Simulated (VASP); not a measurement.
A run of VASP 6.6.1 is set up as follows.

The input POSCAR:

```
AlNi
1.0
    1.9386940000     -1.9531900000      0.0000000000
    1.9386940000      1.9531900000      0.0000000000
    0.0000000000      0.0000000000      3.0994300000
Al Ni
1 1
Direct
    0.0000000000      0.0000000000      0.0000000000
    0.5000000000      0.5000000000      0.5000000000
```

Contents of INCAR.step1:

```
SYSTEM = AlNi
PREC = Accurate
ENCUT = 520
ISMEAR = 1
SIGMA = 0.2
LREAL = .False.
LASPH = .True.
NELM = 150
ISPIN = 2
MAGMOM = 0 1
LMAXMIX = 4
NBANDS = 18
GGA = PE
ALGO = Normal
EDIFF = 1E-4
LWAVE = .True.
LCHARG = .False.
```

INCAR.step2

```
SYSTEM = AlNi
PREC = Accurate
ENCUT = 520
EDIFF = 1E-6
ISMEAR = 1
SIGMA = 0.2
LREAL = .False.
LASPH = .True.
NELM = 150
ALGO = Normal
ISIF = 2
LWAVE = .False.
LCHARG = .False.
ISPIN = 2
MAGMOM = 0 1
LORBIT = 11
LMAXMIX = 4
METAGGA = R2SCAN
LMIXTAU = .True.
NBANDS = 18
ISTART = 1
```

KPOINTS

```
regular mesh
0
Gamma
  11 11 10
  0 0 0
```

Potentials or basis: VASP PAW PBE potentials, release 64 (Al, Ni).

Launch:

```sh
$ cat potpaw_PBE.64/Al/POTCAR potpaw_PBE.64/Ni/POTCAR > POTCAR
$ cp INCAR.step1 INCAR
$ mpirun -np 1 vasp_std > vasp.out
$ cp INCAR.step2 INCAR
$ mpirun -np 1 vasp_std > vasp.out
```

**Question.** What does it give for the pressure?

**Answer.** 0.3 GPa.

**Question.** Predict the net moment.

**Answer.** 0.00 μB per cell.

Stress tensor (GPa, compression positive):
```
 3.37  0.00  0.00
 0.00  1.53  0.00
 0.00  0.00 -3.86
```

Caveat: the stress differs along the axes, from -4 to 3 GPa; the moments typed at the start vanished in this run; the PAW data sets were made with another functional, which shifts forces and pressure a little.
